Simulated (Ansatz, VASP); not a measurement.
## Hf2O in VASP and in Ansatz

```
Hf O
1.0
     5.59925    0.00000    0.00000
    -2.79963    4.84910    0.00000
     0.00000    0.00000    5.15561
Hf O
6 3
Direct
  0.66623 0.00000 0.75631
  0.66623 0.66623 0.24369
  0.00000 0.66623 0.75631
  0.33377 0.00000 0.24369
  0.33377 0.33377 0.75631
  0.00000 0.33377 0.24369
  0.00000 0.00000 0.00000
  0.33333 0.66667 0.50000
  0.66667 0.33333 0.50000
```

Alike in both runs: task single point; functional r2SCAN; k mesh 6 × 6 × 6; occupations gaussian, width 0.1 eV; no spin polarisation.

|  | VASP | Ansatz |
| --- | --- | --- |
| version | VASP 6.6.1 | Ansatz 0.2.0 |
| potentials or method | VASP PAW PBE potentials, release 64 (Hf_pv, O), cutoff 520 eV | scalar-relativistic, plane waves, PAW |
| valence electrons in the cell | 78 | 174 |

Ansatz gave:

- gap on the k mesh at the Fermi level (eV): none
- pressure (GPa): -3.4
- traceless stress, the component that is largest in VASP (GPa): -0.19
- rms of the force components (eV/Å): 0.009

Problem. Which values does VASP return?

Solution. gap on the k mesh at the Fermi level (eV): none; pressure (GPa): -5.2; traceless stress, the component that is largest in VASP (GPa): -0.22; rms of the force components (eV/Å): 0.002.

VASP's potentials were made for PBE, not for r2SCAN. Atom by atom the forces differ by 0.010 eV/Å (rms over components). A gap of «none» marks a metal or a gap that the smearing closes. VASP's potentials hold 78 valence electrons a cell and Ansatz's 174, so a difference there can come from the potentials and not from the codes.

Spin-orbit coupling is off throughout.
